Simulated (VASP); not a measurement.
**InSb: single point with PBEsol**

InSb:

```
In Sb
1.0
     0.00000    3.27623    3.25993
     3.27623    0.00000    3.25993
     3.27623    3.27623    0.00000
In Sb
1 1
Direct
  0.00000 0.00000 0.00000
  0.75000 0.75000 0.75000
```

This cell differs from its parent crystal: strain +0.0050 x Voigt [1, 1, 0, 0, 0, 0].

| Item | Value |
| --- | --- |
| Program | VASP 6.6.1 |
| Task | single point |
| Functional | PBEsol |
| Potentials or basis | VASP PAW PBE potentials, release 64 (In_d, Sb) |
| Cutoff | 520 eV |
| k mesh | 16 × 16 × 16 |
| Occupations | gaussian, width 0.15 eV |
| Spin | no spin polarisation |

The pressure is -0.4 GPa and the band gap on the k mesh is 0.02 eV.

Stress tensor (GPa, compression positive):
```
-0.47  0.00  0.00
 0.00 -0.47  0.00
 0.00  0.00 -0.33
```

Levels at points of the mesh, in eV from the valence-band top:
```
           k point  band 5  band 6  band 7  band 8  band 9  band 10  band 11  band 12  band 13  band 14
(0.00, 0.00, 0.00)  -14.39  -10.56   -0.42    0.00    0.00     0.02     2.94     2.95     2.95     5.55
(0.50, 0.00, 0.00)  -14.39   -9.26   -5.52   -0.98   -0.95     0.43     3.77     3.79     5.98     8.02
(0.50, 0.50, 0.00)  -14.38   -8.67   -5.80   -2.19   -2.19     1.26     1.30     7.96     7.96     8.55
(0.50, 0.00, 0.50)  -14.38   -8.69   -5.83   -2.17   -2.17     1.30     1.32     7.95     7.97     8.52
```

Run time: 2.5 min on 1 thread of Intel(R) Xeon(R) 6975P-C (Granite Rapids), on a shared host, peak memory 0.53 GiB.

Caveat: the cell differs from its parent crystal (strain +0.0050 x Voigt [1, 1, 0, 0, 0, 0]); the smearing spreads over this small gap; semilocal functionals underestimate gaps, and a narrow one can read as zero; the PAW data sets were made with another functional, which shifts forces and pressure a little; spin-orbit coupling is left out, which moves the levels of the heavy elements. A k mesh can miss the band edges.
